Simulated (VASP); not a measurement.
A run of VASP 6.6.1 is set up as follows.

The input INCAR:

```
PREC = Accurate
ENCUT = 600
EDIFF = 1E-6
ISMEAR = 0
SIGMA = 0.05
LREAL = F
LASPH = T
NELM = 150
ALGO = Normal
ISIF = 4
LWAVE = F
LCHARG = F
ISPIN = 2
MAGMOM = 2.85 -2.85 -0.01 0.01 -0.01 0.01
LORBIT = 11
LMAXMIX = 4
LDAU = T
LDAUTYPE = 2
LDAUL = 2 -1
LDAUU = 3.9 0
LDAUJ = 0 0
LDAUPRINT = 1
GGA = PE
IBRION = 2
NSW = 60
EDIFFG = -0.01
```

KPOINTS

```
regular mesh
0
Gamma
  6 6 8
```

File POSCAR:

```
MnO2
1.0
    4.4051900297      0.0000000160      0.0000000000
    0.0000000160      4.4051900297      0.0000000000
    0.0000000000      0.0000000000      2.9103603505
Mn O
2 4
Direct
    0.0000000000      0.0000000000      0.0000000000
    0.5000000000      0.5000000000      0.5000000000
    0.3059815713      0.3059815713      0.0000000000
    0.1940184293      0.8059815707      0.5000000000
    0.6940184287      0.6940184287      0.0000000000
    0.8059815707      0.1940184293      0.5000000000
```

Potentials or basis: VASP PAW PBE potentials, release 64 (Mn_pv, O).

Run with:

```sh
$ cat potpaw_PBE.64/Mn_pv/POTCAR potpaw_PBE.64/O/POTCAR > POTCAR
$ mpirun -np 1 vasp_std > vasp.out
```

Problem. Estimate the net moment.

Solution. 0.00 μB per cell.

Problem. Estimate the band gap on the k mesh.

Solution. 0.32 eV.

Eigenvalues of the final occupation matrices:
| site | spin | trace | eigenvalues |
| --- | --- | --- | --- |
| site 1 d | 1 | 3.88 | 0.49 0.50 0.96 0.97 0.97 |
| site 1 d | 2 | 0.97 | 0.06 0.12 0.13 0.32 0.34 |
| site 2 d | 1 | 0.97 | 0.06 0.12 0.13 0.32 0.34 |
| site 2 d | 2 | 3.88 | 0.49 0.50 0.96 0.97 0.97 |

A k mesh can miss the band edges. The state reached can hang on the start; a lower one may exist.
